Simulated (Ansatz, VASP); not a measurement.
## ZnSe: VASP beside Ansatz

```
Se Zn
1.0
     0.00000    2.83380    2.83380
     2.83380    0.00000    2.83380
     2.83380    2.83380    0.00000
Se Zn
1 1
Direct
  0.75000 0.75000 0.75000
  0.00000 0.00000 0.00000
```

Alike in both runs: task single point; functional PBE-based screened hybrid with a share of 0.15 of exact exchange and HFSCREEN = 0.2078699; k mesh 5 × 5 × 5; occupations fermi-dirac, width 0.05 eV; no spin polarisation.

|  | VASP | Ansatz |
| --- | --- | --- |
| version | VASP 6.6.1 | Ansatz 0.2.0 |
| potentials or method | VASP PAW PBE potentials, release 64 (Se, Zn) | Ansatz PAW |
| plane-wave cutoff (eV) | 520 | 420 |
| valence electrons in the cell | 18 | 28 |

|  | VASP | Ansatz | Ansatz less VASP |
| --- | --- | --- | --- |
| gap on the k mesh at the Fermi level (eV) | 1.95 | 1.95 | +0.006 |
| least direct gap on the mesh (eV) | 1.95 | 1.95 | +0.006 |
| pressure (GPa) | 1.7 | 1.6 | -0.08 |

VASP's potentials were made for PBE, not for PBE-based screened hybrid. VASP's potentials hold 18 valence electrons a cell and Ansatz's 28, so a difference there can come from the potentials and not from the codes.

Noted on Ansatz's run: odd divisions of the mesh miss points on the zone boundary, where band edges often lie, so the gap on the mesh can be too wide.
